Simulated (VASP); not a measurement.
Runs of VASP 6.6.1 on Ti. The structure is that of space group Fm-3m (No. 225), or close to it. The cells are those of the table. 

| cell | gap on the mesh (eV) | pressure (GPa) |
| --- | --- | --- |
| a = 2.871 Å, angles 60.0°, 1 atom | none | -0.6 |
| a = 2.792 Å, angles 60.0°, 1 atom | none | 9.8 |
| a = 2.909 Å, angles 60.0°, 1 atom | none | (b) |
| a = 2.832 Å, angles 60.0°, 1 atom | none | (a) |
| a = 2.945 Å, angles 60.0°, 1 atom | none | -8.2 |

Alike in all rows: task single point; level PBEsol; potentials or basis VASP PAW PBE potentials, release 64 (Ti_sv); no spin polarisation; k mesh 12 × 12 × 12; cutoff (eV) 520; smearing methfessel-paxton 0.15 eV.

Task: Estimate the missing entries.

Result: (a) 4.2; (b) -4.7.

Caveats: the PAW data sets were made with another functional, which shifts forces and pressure a little.

A gap of «none» marks levels without a gap at the run's occupations.
